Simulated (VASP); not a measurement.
# NaCl (m) (Fm-3m) in VASP: further runs

The runs below take NaCl (m) through single point, with PBEsol.

All numbers are computed with VASP 6.6.1; they aren't measurements. Logs are shortened: lines on timing, memory, paths and dates and some standing lists are left out, and cuts for length are marked.

## Step 1: The cell of the first run

The structure is cubic, space group Fm-3m (No. 225). Conventional cell: a = 5.588 Å, b = 5.588 Å, c = 5.588 Å, α = 90.00°, β = 90.00°, γ = 90.00°. Within 3.7 Å of Na (site symmetry m-3m) lie 6 Cl at 2.79 Å. Cl (site symmetry m-3m) has 6 Na at 2.79 Å within 3.7 Å.

## Step 2: Single point, PBEsol

File INCAR:

```
SYSTEM = NaCl
PREC = Accurate ; ENCUT = 500
EDIFF = 1E-6 ; ISMEAR = 0
SIGMA = 0.1 ; LREAL = .False.
LASPH = .True. ; NELM = 120
ALGO = Normal ; ISIF = 2
LWAVE = .False. ; LCHARG = .True.
GGA = PS ; LELF = .True.
LVHAR = .True. ; NBANDS = 14
GGA_COMPAT = .False.
```

File KPOINTS:

```
Automatic mesh
0
Gamma
  6 6 6
  0 0 0
```

File POSCAR:

```
NaCl
1.0
    0.0000000000      2.7940632200      2.7940632200
    2.7940632200      0.0000000000      2.7940632200
    2.7940632200      2.7940632200      0.0000000000
Na Cl
1 1
Direct
    0.0000000000      0.0000000000      0.0000000000
    0.5000000000      0.5000000000      0.5000000000
```

Potentials or basis: VASP PAW PBE potentials, release 64 (Na_pv, Cl).

The run is started by

```sh
> cat potpaw_PBE.64/Na_pv/POTCAR potpaw_PBE.64/Cl/POTCAR > POTCAR
> mpirun -np 1 vasp_std > vasp.out
```

OUTCAR:

```text
SYSTEM = NaCl
   PREC = Accurate
   ENCUT = 500
   EDIFF = 1E-6
   ISMEAR = 0
   LREAL = .False.
   LASPH = .True.
   NELM = 120
   ISIF = 2
   GGA = PS

 ion  position               nearest neighbor table
   1  0.000  0.000  0.000-
   2  0.500  0.500  0.500-

  LATTYP: Found a face centered cubic cell.
 ALAT       =     5.5881264400

  Lattice vectors:

 A1 = (   0.0000000000,   2.7940632200,   2.7940632200)
 A2 = (   2.7940632200,   0.0000000000,   2.7940632200)
 A3 = (   2.7940632200,   2.7940632200,   0.0000000000)

Analysis of symmetry for initial positions (statically):
=====================================================================
 Subroutine PRICEL returns:
 Original cell was already a primitive cell.

 Routine SETGRP: Setting up the symmetry group for a
 face centered cubic supercell.

 Subroutine GETGRP returns: Found 48 space group operations
 (whereof 48 operations were pure point group operations)
 out of a pool of 48 trial point group operations.

The static configuration has the point symmetry O_h .

Analysis of symmetry for dynamics (positions and initial velocities):
=====================================================================
 Subroutine PRICEL returns:
 Original cell was already a primitive cell.

 Routine SETGRP: Setting up the symmetry group for a
 face centered cubic supercell.

 Subroutine GETGRP returns: Found 48 space group operations
 (whereof 48 operations were pure point group operations)
 out of a pool of 48 trial point group operations.

The dynamic configuration has the point symmetry O_h .

 Subroutine INISYM returns: Found 48 space group operations
 (whereof 48 operations are pure point group operations),
 and found     1 'primitive' translations

----------------------------------------------------------------------------------------

                                     Primitive cell

  volume of cell :      43.6253

  direct lattice vectors                    reciprocal lattice vectors
     0.000000000  2.794063220  2.794063220    -0.178950854  0.178950854  0.178950854
     2.794063220  0.000000000  2.794063220     0.178950854 -0.178950854  0.178950854
     2.794063220  2.794063220  0.000000000     0.178950854  0.178950854 -0.178950854

  length of vectors
     3.951402100  3.951402100  3.951402100     0.309951972  0.309951972  0.309951972

  position of ions in fractional coordinates (direct lattice)
     0.000000000  0.000000000  0.000000000
     0.500000000  0.500000000  0.500000000

  ion indices of the primitive-cell ions
   primitive index   ion index
                 1           1
                 2           2

----------------------------------------------------------------------------------------

 KPOINTS: Automatic mesh

Automatic generation of k-mesh.
 Grid dimensions read from file:
 generate k-points for:    6    6    6

 Generating k-lattice:

  Cartesian coordinates                     Fractional coordinates (reciprocal lattice)
    -0.029825142  0.029825142  0.029825142     0.166666667  0.000000000  0.000000000
     0.029825142 -0.029825142  0.029825142     0.000000000  0.166666667  0.000000000
     0.029825142  0.029825142 -0.029825142     0.000000000  0.000000000  0.166666667

  Length of vectors
     0.051658662  0.051658662  0.051658662

  Shift w.r.t. Gamma in fractional coordinates (k-lattice)
     0.000000000  0.000000000  0.000000000

 Subroutine IBZKPT returns following result:
 ===========================================

 Found     16 irreducible k-points:

 Following reciprocal coordinates:
            Coordinates               Weight
  0.000000  0.000000  0.000000      1.000000
  0.166667  0.000000  0.000000      8.000000
  0.333333  0.000000  0.000000      8.000000
  0.500000  0.000000  0.000000      4.000000
  0.166667  0.166667  0.000000      6.000000
  0.333333  0.166667  0.000000     24.000000
[... 8 lines left out ...]
 -0.333333  0.333333  0.166667     24.000000
 -0.333333  0.500000  0.166667     12.000000
   k-points           NKPTS =     16   k-points in BZ     NKDIM =     16   number of bands    NBANDS=     14
   number of dos      NEDOS =    301   number of ions     NIONS =      2
   total plane-waves  NPLWV =  27000
   dimension x,y,z NGX =    30 NGY =   30 NGZ =   30
   dimension x,y,z NGXF=    60 NGYF=   60 NGZF=   60
   ions per type =               1   1
   NGX,Y,Z   is equivalent  to a cutoff of  12.62, 12.62, 12.62 a.u.
   NGXF,Y,Z  is equivalent  to a cutoff of  25.24, 25.24, 25.24 a.u.
 SYSTEM =  NaCl
   PREC   = accura    normal or accurate (medium, high low for compatibility)
   ISTART =      0    job   : 0-new  1-cont  2-samecut
   ICHARG =      2    charge: 1-file 2-atom 10-const
   ISPIN  =      1    spin polarized calculation?
   LNONCOLLINEAR =      F non collinear calculations
   LSORBIT =      F    spin-orbit coupling
   LASPH  =      T    aspherical Exc in radial PAW
   ENCUT  =  500.0 eV  36.75 Ry    6.06 a.u.   7.20  7.20  7.20*2*pi/ulx,y,z
   NELM   =    120;   NELMIN=  2; NELMDL= -5     # of ELM steps
   EDIFF  = 0.1E-05   stopping-criterion for ELM
   LREAL  =      F    real-space projection
   EDIFFG = 0.1E-04   stopping-criterion for IOM
   NSW    =      0    number of steps for IOM
   IBRION =     -1    ionic relax: 0-MD 1-quasi-New 2-CG
   NFREE  =      0    steps in history (QN), initial steepest desc. (CG)
   ISIF   =      2    stress and relaxation
   ISYM   =      2    0-nonsym 1-usesym 2-fastsym
   POTIM  = 0.5000    time-step for ionic-motion
   TEBEG  =    0.0;   TEEND  =   0.0 temperature during run
   PSTRESS=    0.0 pullay stress
   NELECT =      14.0000    total number of electrons
   NUPDOWN=      -1.0000    fix difference up-down
   EMIN   =  10.00;   EMAX   =-10.00  energy-range for DOS
   EFERMI =   0.00;   METHOD = LEGACY
   ISMEAR =     0;   SIGMA  =   0.10  broadening in eV -4-tet -1-fermi 0-gaus
   EFERMI_NEDOS =   21; number of points for ismear=-14 and -15
   IALGO  =     38    algorithm
   IMIX   =      4    mixing-type and parameters
     AMIX     =   0.40;   BMIX     =  1.00
     AMIX_MAG =   1.60;   BMIX_MAG =  1.00
  volume/ion in A,a.u.               =      21.81       147.20
  Fermi-wavevector in a.u.,A,eV,Ry     =   1.120825  2.118053 17.092312  1.256249
  Thomas-Fermi vector in A             =   2.257475
   LORBIT       =      0    0 simple, 1 ext, 2 COOP (PROOUT), +10 PAW based schemes
   GGA     = PS    functional components
   LHFCALC =     F    Hartree Fock is set to
   AEXX    =    0.0000 exact exchange contribution
   IVDW    =     0    specifies the selected vdW correction
   LEPSILON=     F    determine dielectric tensor
   LRPA    =     F    only Hartree local field effects (RPA)
 non-spin polarized calculation
 Gauss-broadening in eV      SIGMA  =   0.10
  energy-cutoff  :      500.00
  volume of cell :       43.63
 maximum number of plane-waves:      1125
 NGX is ok and might be reduce to    30
   NGX = 15   NGY = 15   NGZ = 15

 number of electron      14.0000007 magnetization

 Free energy of the ion-electron system (eV)
  ---------------------------------------------------
  ext. energy  EPLUGINS =         0.00000000
  ---------------------------------------------------
  free energy    TOTEN  =        -6.99787184 eV

  energy without entropy =       -6.99787184  energy(sigma->0) =       -6.99787184

 E-fermi :  -0.1178     XC(G=0):  -8.4564

 val. band max:       -0.6221414524   @ k =   0.0000   0.0000   0.0000
 cond. band min:       4.4119970710   @ k =   0.0000   0.0000   0.0000
 fundamental gap:      5.0341385234
 Fermi energy:        -0.1178191859

 k-point     1 :       0.0000    0.0000    0.0000
  band No.  band energies     occupation
      1     -21.2231      2.00000
      2     -21.2231      2.00000
      3     -21.2231      2.00000
      4     -13.3318      2.00000
      5      -0.6221      2.00000
      6      -0.6221      2.00000
      7      -0.6221      2.00000
      8       4.4120      0.00000
      9      10.4009      0.00000
     10      10.4009      0.00000
     11      10.4009      0.00000
     12      12.6586      0.00000
     13      12.6586      0.00000
     14      14.0766      0.00000

 k-point     2 :       0.1667    0.0000    0.0000
  band No.  band energies     occupation
      1     -21.2320      2.00000
      2     -21.2237      2.00000
      3     -21.2237      2.00000
      4     -13.2421      2.00000
      5      -1.2695      2.00000
      6      -0.6971      2.00000
      7      -0.6971      2.00000
      8       5.2525      0.00000
      9       9.5861      0.00000
     10      10.6993      0.00000
     11      10.6993      0.00000
     12      12.3328      0.00000
     13      12.3328      0.00000
     14      15.3185      0.00000

 k-point     3 :       0.3333    0.0000    0.0000
  band No.  band energies     occupation
      1     -21.2494      2.00000
      2     -21.2250      2.00000
      3     -21.2250      2.00000
      4     -13.0542      2.00000
      5      -2.2618      2.00000
      6      -0.8395      2.00000
      7      -0.8395      2.00000
      8       6.3320      0.00000
      9       9.4438      0.00000
     10      10.5354      0.00000
     11      10.5354      0.00000
     12      13.4362      0.00000
     13      13.4362      0.00000
     14      14.6698      0.00000
[... 188 lines left out ...]
 k-point    15 :      -0.3333    0.3333    0.1667
  band No.  band energies     occupation
      1     -21.2468      2.00000
      2     -21.2362      2.00000
      3     -21.2304      2.00000
      4     -12.9038      2.00000
      5      -2.1975      2.00000
      6      -1.6795      2.00000
      7      -1.1939      2.00000
      8       8.1880      0.00000
      9       8.5561      0.00000
     10       9.2806      0.00000
     11      11.2504      0.00000
     12      13.6303      0.00000
     13      15.0941      0.00000
     14      16.1668      0.00000

 k-point    16 :      -0.3333    0.5000    0.1667
  band No.  band energies     occupation
      1     -21.2433      2.00000
      2     -21.2362      2.00000
      3     -21.2346      2.00000
      4     -12.8910      2.00000
      5      -2.1621      2.00000
      6      -1.6003      2.00000
      7      -1.3889      2.00000
      8       7.7738      0.00000
      9       8.1171      0.00000
     10       9.8363      0.00000
     11      11.4726      0.00000
     12      14.6512      0.00000
     13      15.7349      0.00000
     14      15.8018      0.00000

------------------------ aborting loop because EDIFF is reached ----------------------------------------

  FORCE on cell =-STRESS in cart. coord.  units (eV):
  Direction    XX          YY          ZZ          XY          YZ          ZX
  --------------------------------------------------------------------------------------
  -------------------------------------------------------------------------------------
  Total        0.0534322      0.0534322      0.0534322      0.0000000     -0.0000000      0.0000000
  in kB        1.9623439      1.9623439      1.9623439      0.0000000     -0.0000000      0.0000000
  external PRESSURE =       1.9623439 kB  Pullay stress =       0.0000000 kB

 VOLUME and BASIS-vectors are now :
 -----------------------------------------------------------------------------
  energy-cutoff  :      500.00
  volume of cell :       43.63
      direct lattice vectors                 reciprocal lattice vectors
     0.000000000  2.794063220  2.794063220    -0.178950854  0.178950854  0.178950854
     2.794063220  0.000000000  2.794063220     0.178950854 -0.178950854  0.178950854
     2.794063220  2.794063220  0.000000000     0.178950854  0.178950854 -0.178950854

 POSITION                                       TOTAL-FORCE (eV/Angst)
 -----------------------------------------------------------------------------------
      0.00000      0.00000      0.00000        -0.000000     -0.000000     -0.000000
      2.79406      2.79406      2.79406         0.000000      0.000000      0.000000
 -----------------------------------------------------------------------------------
    total drift:                               -0.000000      0.000000      0.000000

  FREE ENERGIE OF THE ION-ELECTRON SYSTEM (eV)
  ---------------------------------------------------
  free  energy   TOTEN  =        -6.9978718426 eV

  energy  without entropy=       -6.9978718426  energy(sigma->0) =       -6.99787184
```

It took 24 s on 1 thread of Intel Xeon 8259CL, shared host; peak memory 0.16 GiB.

Results:

| Property | Result |
| --- | --- |
| Free energy | -6.9979 eV |
| Pressure | 0.2 GPa |
| Band gap on the k mesh | 5.03 eV, direct |

Caveat: the PAW data sets were made with another functional, which shifts forces and pressure a little. PBEsol gaps usually lie below the measured ones, often by a third to a half.

(Continued in part 2 of 2.)
